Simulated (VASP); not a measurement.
# Ca (P6_3/mmc) in VASP: further runs

Runs on Ca. Level: PBEsol. Tasks: single point.

Everything below comes from runs of VASP 6.6.1. Logs are shortened: lines on timing, memory, paths and dates and some standing lists are left out, and cuts for length are marked.

## (1) The cell of the first run

It takes space group P6_3/mmc (No. 194, hexagonal). Conventional cell: a = 3.690 Å, b = 3.690 Å, c = 6.093 Å, α = 90.00°, β = 90.00°, γ = 120.00°. Within 4.8 Å of Ca (site symmetry -6m2) lie 12 Ca at 3.69 to 3.72 Å.

This isn't the form of Ca at room conditions, which is fcc.

## (2) Single point, PBEsol

File INCAR:

```
SYSTEM = Ca
ALGO     = Normal         ! electronic algorithm
EDIFF    = 1E-7           ! SCF threshold, eV
ENCUT    = 520            ! plane-wave cutoff, eV
GGA      = PS             ! functional
ISIF     = 2              ! what is computed and relaxed
ISMEAR   = -1             ! smearing method
LASPH    = .True.         ! aspherical terms in the spheres
LCHARG   = .False.        ! write CHGCAR
LREAL    = .False.        ! projectors in reciprocal space
LWAVE    = .False.        ! write WAVECAR
NBANDS   = 17             ! bands
NELM     = 80             ! most SCF steps
PREC     = Accurate       ! precision mode
SIGMA    = 0.1            ! smearing width, eV
```

File KPOINTS:

```
k-points
0
Gamma
  12 12 7
  0 0 0
```

File POSCAR:

```
Ca
1.0
    3.6896823524      0.0000000000      0.0000000000
   -1.8448411762      3.1953586490      0.0000000000
    0.0000000000      0.0000000000      6.0932345037
Ca
2
Direct
    0.3333333333      0.6666666667      0.2500000000
    0.6666666667      0.3333333333      0.7500000000
```

Potentials or basis: VASP PAW PBE potentials, release 64 (Ca_sv).

The run is started by

```sh
$ cat potpaw_PBE.64/Ca_sv/POTCAR > POTCAR
$ mpirun -np 1 vasp_std > vasp.out
```

OUTCAR:

```text
SYSTEM = Ca
   EDIFF = 1E-7
   ENCUT = 520
   GGA = PS
   ISIF = 2
   ISMEAR = -1
   LASPH = .True.
   LREAL = .False.
   NELM = 80
   PREC = Accurate

 ion  position               nearest neighbor table
   1  0.333  0.667  0.250-
   2  0.667  0.333  0.750-

  LATTYP: Found a hexagonal cell.
 ALAT       =     3.6896823524
 C/A-ratio  =     1.6514252236

  Lattice vectors:

 A1 = (   3.6896823524,   0.0000000000,   0.0000000000)
 A2 = (  -1.8448411762,   3.1953586490,   0.0000000000)
 A3 = (   0.0000000000,   0.0000000000,   6.0932345037)

Analysis of symmetry for initial positions (statically):
=====================================================================
 Subroutine PRICEL returns:
 Original cell was already a primitive cell.

 Routine SETGRP: Setting up the symmetry group for a
 hexagonal supercell.

 Subroutine GETGRP returns: Found 24 space group operations
 (whereof 12 operations were pure point group operations)
 out of a pool of 24 trial point group operations.

The static configuration has the point symmetry D_3d.
 The point group associated with its full space group is D_6h.

Analysis of symmetry for dynamics (positions and initial velocities):
=====================================================================
 Subroutine PRICEL returns:
 Original cell was already a primitive cell.

 Routine SETGRP: Setting up the symmetry group for a
 hexagonal supercell.

 Subroutine GETGRP returns: Found 24 space group operations
 (whereof 12 operations were pure point group operations)
 out of a pool of 24 trial point group operations.

The dynamic configuration has the point symmetry D_3d.
 The point group associated with its full space group is D_6h.

 Subroutine INISYM returns: Found 24 space group operations
 (whereof 12 operations are pure point group operations),
 and found     1 'primitive' translations

----------------------------------------------------------------------------------------

                                     Primitive cell

  volume of cell :      71.8384

  direct lattice vectors                    reciprocal lattice vectors
     3.689682352  0.000000000  0.000000000     0.271026041  0.156476958  0.000000000
    -1.844841176  3.195358649  0.000000000     0.000000000  0.312953915  0.000000000
[... 75 lines left out ...]
 SYSTEM =  Ca
   PREC   = accura    normal or accurate (medium, high low for compatibility)
   ISTART =      0    job   : 0-new  1-cont  2-samecut
   ICHARG =      2    charge: 1-file 2-atom 10-const
   ISPIN  =      1    spin polarized calculation?
   LNONCOLLINEAR =      F non collinear calculations
   LSORBIT =      F    spin-orbit coupling
   LASPH  =      T    aspherical Exc in radial PAW
   ENCUT  =  520.0 eV  38.22 Ry    6.18 a.u.   6.86  6.86 11.33*2*pi/ulx,y,z
   NELM   =     80;   NELMIN=  2; NELMDL= -5     # of ELM steps
   EDIFF  = 0.1E-06   stopping-criterion for ELM
   LREAL  =      F    real-space projection
   EDIFFG = 0.1E-05   stopping-criterion for IOM
   NSW    =      0    number of steps for IOM
   IBRION =     -1    ionic relax: 0-MD 1-quasi-New 2-CG
   NFREE  =      0    steps in history (QN), initial steepest desc. (CG)
   ISIF   =      2    stress and relaxation
   ISYM   =      2    0-nonsym 1-usesym 2-fastsym
   POTIM  = 0.5000    time-step for ionic-motion
   TEBEG  =    0.0;   TEEND  =   0.0 temperature during run
   PSTRESS=    0.0 pullay stress
   NELECT =      20.0000    total number of electrons
   NUPDOWN=      -1.0000    fix difference up-down
   EMIN   =  10.00;   EMAX   =-10.00  energy-range for DOS
   EFERMI =   0.00;   METHOD = LEGACY
   ISMEAR =    -1;   SIGMA  =   0.10  broadening in eV -4-tet -1-fermi 0-gaus
   EFERMI_NEDOS =   21; number of points for ismear=-14 and -15
   IALGO  =     38    algorithm
   IMIX   =      4    mixing-type and parameters
     AMIX     =   0.40;   BMIX     =  1.00
     AMIX_MAG =   1.60;   BMIX_MAG =  1.00
  volume/ion in A,a.u.               =      35.92       242.39
  Fermi-wavevector in a.u.,A,eV,Ry     =   1.068971  2.020063 15.547369  1.142699
  Thomas-Fermi vector in A             =   2.204636
   LORBIT       =      0    0 simple, 1 ext, 2 COOP (PROOUT), +10 PAW based schemes
   GGA     = PS    functional components
   LHFCALC =     F    Hartree Fock is set to
   AEXX    =    0.0000 exact exchange contribution
   IVDW    =     0    specifies the selected vdW correction
   LEPSILON=     F    determine dielectric tensor
   LRPA    =     F    only Hartree local field effects (RPA)
 non-spin polarized calculation
  energy-cutoff  :      520.00
  volume of cell :       71.84
 maximum number of plane-waves:      1953
 NGX is ok and might be reduce to    28

 number of electron      19.9999999 magnetization

 Free energy of the ion-electron system (eV)
  ---------------------------------------------------
  ext. energy  EPLUGINS =         0.00000000
  ---------------------------------------------------
  free energy    TOTEN  =        -4.21913602 eV

  energy without entropy =       -4.13635950  energy(sigma->0) =       -4.17774776

 E-fermi :   2.5926     XC(G=0):  -8.3386

 val. band max:        2.5649143380   @ k =   0.3333  -0.0000   0.0000
 cond. band min:       2.5970048264   @ k =   0.1667   0.1667   0.0000
 fundamental gap:      0.0320904884
 Fermi energy:         2.5925612321

 k-point     1 :       0.0000    0.0000    0.0000
  band No.  band energies     occupation
      1     -38.8894      2.00000
      2     -38.8613      2.00000
      3     -20.0902      2.00000
      4     -19.8856      2.00000
      5     -19.8856      2.00000
      6     -19.8541      2.00000
[... 457 lines left out ...]
      4     -20.0125      2.00000
      5     -19.9913      2.00000
      6     -19.9270      2.00000
[... 9 lines left out ...]
     16       6.2961      0.00000
     17       6.4442      0.00000

 [... further k-points ...]
[... 5 lines left out ...]
  --------------------------------------------------------------------------------------
  -------------------------------------------------------------------------------------
  Total        1.2631714      1.2631714      1.2624511      0.0000000     -0.0000000      0.0000000
  in kB       28.1719159     28.1719159     28.1558506      0.0000000     -0.0000000      0.0000000
  external PRESSURE =      28.1665608 kB  Pullay stress =       0.0000000 kB

 VOLUME and BASIS-vectors are now :
 -----------------------------------------------------------------------------
  energy-cutoff  :      520.00
  volume of cell :       71.84
      direct lattice vectors                 reciprocal lattice vectors
     3.689682352  0.000000000  0.000000000     0.271026041  0.156476958  0.000000000
    -1.844841176  3.195358649  0.000000000     0.000000000  0.312953915  0.000000000
     0.000000000  0.000000000  6.093234504     0.000000000  0.000000000  0.164116447

 POSITION                                       TOTAL-FORCE (eV/Angst)
 -----------------------------------------------------------------------------------
     -0.00000      2.13024      1.52331         0.000000     -0.000000      0.000000
      1.84484      1.06512      4.56993        -0.000000      0.000000      0.000000
 -----------------------------------------------------------------------------------
    total drift:                                0.000000     -0.000000      0.000000

  FREE ENERGIE OF THE ION-ELECTRON SYSTEM (eV)
  ---------------------------------------------------
  free  energy   TOTEN  =        -4.2191360178 eV

  energy  without entropy=       -4.1363594998  energy(sigma->0) =       -4.17774776
```

OSZICAR:

```text
N       E                     dE             d eps       ncg     rms          rms(c)
DAV:   1     0.174911634858E+03    0.17491E+03   -0.10155E+04  2584   0.108E+03
DAV:   2     0.511030695498E+01   -0.16980E+03   -0.16754E+03  2923   0.323E+02
DAV:   3    -0.401519858938E+01   -0.91255E+01   -0.90641E+01  5020   0.558E+01
DAV:   4    -0.424642383979E+01   -0.23123E+00   -0.23052E+00  3171   0.964E+00
DAV:   5    -0.425718563514E+01   -0.10762E-01   -0.10757E-01  4416   0.130E+00    0.299E+00
DAV:   6    -0.423102697547E+01    0.26159E-01   -0.19421E-02  3223   0.137E+00    0.179E+00
DAV:   7    -0.421939578540E+01    0.11631E-01   -0.30258E-02  3146   0.182E+00    0.114E-01
DAV:   8    -0.421909946987E+01    0.29632E-03   -0.26038E-03  3696   0.383E-01    0.241E-02
DAV:   9    -0.421913327809E+01   -0.33808E-04   -0.26209E-04  3902   0.824E-02    0.122E-02
DAV:  10    -0.421913846484E+01   -0.51868E-05   -0.14268E-05  3219   0.388E-02    0.134E-02
DAV:  11    -0.421913595705E+01    0.25078E-05   -0.24383E-06  3590   0.169E-02    0.298E-03
DAV:  12    -0.421913601783E+01   -0.60779E-07   -0.80360E-08  2839   0.196E-03
   1 F= -.42191360E+01 E0= -.41777478E+01  d E =-.827765E-01
```

stdout:

```text
POSCAR found type information on POSCAR Ca
 POSCAR found :  1 types and       2 ions
 scaLAPACK will be used
 -----------------------------------------------------------------------------
|                                                                             |
|                                                                             |
|     You enforced a specific xc type in the INCAR file but a different       |
|     I HOPE YOU KNOW WHAT YOU ARE DOING!                                     |
|                                                                             |
 -----------------------------------------------------------------------------

 LDA part: xc-table for (Slater+PW92), standard interpolation
 POSCAR, INCAR and KPOINTS ok, starting setup
 FFT: planning ... GRIDC
 FFT: planning ... GRID_SOFT
 FFT: planning ... GRID
 WAVECAR not read
 entering main loop
```

Run time: 2.2 min. Hardware: 1 thread of Intel Xeon 8259CL, shared host; peak memory 0.23 GiB.

Results:

* Free energy: -4.2191 eV
* Pressure: 2.8 GPa
* Band gap on the k mesh: zero (bands 10 and 11 overlap by 0.38 eV)

Caveat: the PAW data sets were made with another functional, which shifts forces and pressure a little.

## (3) Single point, PBEsol

File INCAR:

```
ALGO = Normal ; EDIFF = 1E-6
ENCUT = 520 ; GGA = PS
ISIF = 2 ; ISMEAR = -1
LASPH = True ; LCHARG = True
LELF = True ; LREAL = False
LVHAR = True ; LWAVE = False
NBANDS = 17 ; NELM = 60
PREC = Accurate ; SIGMA = 0.1
```

File KPOINTS:

```
k-points
0
Gamma
  12 12 7
```

POSCAR, as its differences from that of step 2:

```diff
@@ -4,3 +4,3 @@
    -1.8448411762      3.1953586490      0.0000000000
-    0.0000000000      0.0000000000      6.0932345037
+    0.0000000000      0.0000000000      6.0932345036
 Ca
```

Potentials or basis: VASP PAW PBE potentials, release 64 (Ca_sv).

The run is started by

```sh
$ cat potpaw_PBE.64/Ca_sv/POTCAR > POTCAR
$ mpirun -np 1 vasp_std > vasp.out
```

OUTCAR:

```text
EDIFF = 1E-6
   ENCUT = 520
   GGA = PS
   ISIF = 2
   ISMEAR = -1
   LASPH = True
   LREAL = False
   NELM = 60
   PREC = Accurate

 ion  position               nearest neighbor table
   1  0.333  0.667  0.250-
   2  0.667  0.333  0.750-

  LATTYP: Found a hexagonal cell.
 ALAT       =     3.6896823524
 C/A-ratio  =     1.6514252235

  Lattice vectors:

 A1 = (   3.6896823524,   0.0000000000,   0.0000000000)
[... 191 lines left out ...]
      4     -19.8855      2.00000
      5     -19.8855      2.00000
      6     -19.8540      2.00000
[... 457 lines left out ...]
      4     -20.0125      2.00000
      5     -19.9913      2.00000
      6     -19.9270      2.00000
[... 9 lines left out ...]
     16       6.2961      0.00000
     17       6.4443      0.00000

 [... further k-points ...]
[... 5 lines left out ...]
  --------------------------------------------------------------------------------------
  -------------------------------------------------------------------------------------
  Total        1.2611457      1.2611457      1.2603453      0.0000000      0.0000000      0.0000000
  in kB       28.1267381     28.1267381     28.1088870      0.0000000      0.0000000      0.0000000
  external PRESSURE =      28.1207877 kB  Pullay stress =       0.0000000 kB

 VOLUME and BASIS-vectors are now :
 -----------------------------------------------------------------------------
  energy-cutoff  :      520.00
  volume of cell :       71.84
      direct lattice vectors                 reciprocal lattice vectors
     3.689682352  0.000000000  0.000000000     0.271026041  0.156476958  0.000000000
    -1.844841176  3.195358649  0.000000000     0.000000000  0.312953915  0.000000000
     0.000000000  0.000000000  6.093234504     0.000000000  0.000000000  0.164116447

 POSITION                                       TOTAL-FORCE (eV/Angst)
 -----------------------------------------------------------------------------------
     -0.00000      2.13024      1.52331        -0.000000      0.000000      0.000000
      1.84484      1.06512      4.56993         0.000000     -0.000000      0.000000
 -----------------------------------------------------------------------------------
    total drift:                                0.000000     -0.000000      0.000000

  FREE ENERGIE OF THE ION-ELECTRON SYSTEM (eV)
  ---------------------------------------------------
  free  energy   TOTEN  =        -4.2191359935 eV

  energy  without entropy=       -4.1363599302  energy(sigma->0) =       -4.17774796
```

It took 2.5 min on 1 thread of Intel Xeon 8259CL, shared host; peak memory 0.23 GiB.

What came out:

* Free energy: -4.2191 eV
* Pressure: 2.8 GPa
* Band gap on the k mesh: zero (bands 10 and 11 overlap by 0.38 eV)

Levels at points of the mesh, in eV from the Fermi level:
| k point | band 8 | band 9 | band 10 | band 11 | band 12 | band 13 |
| --- | --- | --- | --- | --- | --- | --- |
| (0.00, 0.00, 0.00) | -22.44 | -4.35 | -1.15 | -0.08 | 2.44 | 2.50 |
| (0.50, 0.00, 0.00) | -22.48 | -1.13 | -0.64 | 0.08 | 0.31 | 1.53 |

Caveat: the PAW data sets were made with another functional, which shifts forces and pressure a little.

## (4) Single point, PBEsol

This run uses another cell than the first one: it holds 4 atoms, not 2.

File INCAR:

```
ALGO = Normal ; EDIFF = 1E-6
ENCUT = 520 ; GGA = PS
ISIF = 2 ; ISMEAR = -1
LASPH = T ; LCHARG = F
LREAL = F ; LWAVE = F
NBANDS = 28 ; NELM = 80
PREC = Accurate ; SIGMA = 0.1
```

File KPOINTS:

```
k-points
0
Gamma
  10 10 3
```

File POSCAR:

```
Ca
1.0
    3.6878847178      0.0000000000      0.0000000000
   -1.8439423589      3.1938018519      0.0000000000
    0.0000000000      0.0000000000     12.1696865502
Ca
4
Direct
    0.0000000000      0.0000000000      0.0000000000
    0.0000000000      0.0000000000      0.5000000000
    0.3333333333      0.6666666667      0.2500000000
    0.6666666667      0.3333333333      0.7500000000
```

The run is started by

```sh
$ cat potpaw_PBE.64/Ca_sv/POTCAR > POTCAR
$ mpirun -np 1 vasp_std > vasp.out
```

Run time: 3.5 min. Hardware: 1 thread of Intel Xeon 8259CL, shared host; peak memory 0.3 GiB.

The run converged. Its results:

```
Free energy            : -8.4470 eV
Pressure               : 2.8 GPa
Band gap on the k mesh : zero (bands 20 and 21 overlap by 0.21 eV)
```

Levels at points of the mesh, in eV from the Fermi level:
```
           k point  band 18  band 19  band 20  band 21  band 22  band 23
(0.00, 0.00, 0.00)    -3.20    -3.20    -1.14    -0.06     1.44     1.46
(0.50, 0.00, 0.00)    -0.81    -0.80    -0.64     0.04     0.26     0.37
```

Caveat: the PAW data sets were made with another functional, which shifts forces and pressure a little.

## (5) Single point, PBEsol

This run uses another cell than the first one: it holds 4 atoms, not 2.

File INCAR:

```
SYSTEM = Ca
  PREC = Accurate
  ENCUT = 520
  EDIFF = 1E-6
  ISMEAR = -1
  SIGMA = 0.1
  LREAL = .False.
  LASPH = .True.
  NELM = 60
  ALGO = Normal
  ISIF = 2
  LWAVE = .False.
  LCHARG = .False.
  GGA = PS
  NBANDS = 28
```

File KPOINTS:

```
Automatic mesh
0
Gamma
  10 10 3
  0 0 0
```

POSCAR is that of step 4.

The run is started by

```sh
$ cat potpaw_PBE.64/Ca_sv/POTCAR > POTCAR
$ mpirun -np 1 vasp_std > vasp.out
```

Run time: 3.2 min. Hardware: 1 thread of Intel Xeon 8259CL, shared host; peak memory 0.29 GiB.

The run converged. Its results:

| Item | Value |
| --- | --- |
| Free energy | -8.4470 eV |
| Pressure | 2.8 GPa |
| Band gap on the k mesh | zero (bands 20 and 21 overlap by 0.21 eV) |

Levels at points of the mesh, in eV from the Fermi level:
```csv
k point,band 17,band 18,band 19,band 20,band 21,band 22,band 23,band 24
"(0.00, 0.00, 0.00)",-4.34,-3.20,-3.20,-1.14,-0.06,1.44,1.46,2.42
"(0.50, 0.00, 0.00)",-1.11,-0.81,-0.80,-0.64,0.04,0.26,0.37,0.40
```

Caveat: the PAW data sets were made with another functional, which shifts forces and pressure a little.

## (6) Single point, PBEsol

This run uses another cell than the first one: it holds 4 atoms, not 2.

File INCAR:

```
SYSTEM = Ca
ALGO = Normal
EDIFF = 1E-6
ENCUT = 520
GGA = PS
ISIF = 2
ISMEAR = -1
LASPH = .True.
LCHARG = .False.
LREAL = .False.
LWAVE = .False.
NBANDS = 28
NELM = 80
PREC = Accurate
SIGMA = 0.1
```

File KPOINTS:

```
k-points
0
Gamma
  8 8 5
  0 0 0
```

File POSCAR:

```
Ca
1.0
    3.6970787837      0.0000000000      0.0000000000
   -1.8485393919      3.2017641465      0.0000000000
    0.0000000000      0.0000000000     12.1146089206
Ca
4
Direct
    0.0000000000      0.0000000000      0.0000000000
    0.0000000000      0.0000000000      0.5000000000
    0.3333333333      0.6666666667      0.2500000000
    0.6666666667      0.3333333333      0.7500000000
```

Potentials or basis: VASP PAW PBE potentials, release 64 (Ca_sv).

The run is started by

```sh
$ cat potpaw_PBE.64/Ca_sv/POTCAR > POTCAR
$ mpirun -np 1 vasp_std > vasp.out
```

It took 3.8 min on 1 thread of Intel Xeon 8259CL, shared host; peak memory 0.3 GiB.

Results (log left out):

| Quantity | Value |
| --- | --- |
| Free energy | -8.4469 eV |
| Pressure | 2.8 GPa |
| Band gap on the k mesh | zero (bands 20 and 21 overlap by 0.20 eV) |

Levels at points of the mesh, in eV from the Fermi level:
```
           k point  band 16  band 17  band 18  band 19  band 20  band 21  band 22  band 23  band 24  band 25
(0.00, 0.00, 0.00)   -22.42    -4.33    -3.18    -3.18    -1.11    -0.02     1.47     1.49     2.41     2.42
(0.50, 0.00, 0.00)   -22.46    -1.11    -0.80    -0.80    -0.64     0.05     0.27     0.38     0.42     1.43
```

Caveat: the PAW data sets were made with another functional, which shifts forces and pressure a little.

## (7) Summary

```csv
cell,k mesh,gap on the mesh (eV),pressure (GPa)
"a = 3.690, b = 3.690, c = 6.093 Å, angles 90.0, 90.0, 120.0°, 2 atoms, atomic positions A",12 × 12 × 7,none,2.8
"a = 3.688, b = 3.688, c = 12.170 Å, angles 90.0, 90.0, 120.0°, 4 atoms, atomic positions B",10 × 10 × 3,none,2.8
"a = 3.697, b = 3.697, c = 12.115 Å, angles 90.0, 90.0, 120.0°, 4 atoms, atomic positions B",8 × 8 × 5,none,2.8
```

Alike in all rows: task single point; level PBEsol; potentials or basis VASP PAW PBE potentials, release 64 (Ca_sv); no spin polarisation; cutoff (eV) 520; smearing fermi-dirac 0.1 eV.

Caveats: the PAW data sets were made with another functional, which shifts forces and pressure a little.

Absolute energies hang on the potentials; compare differences alone.

The gap in the log of VASP goes by the Fermi energy; the results here count the filled bands.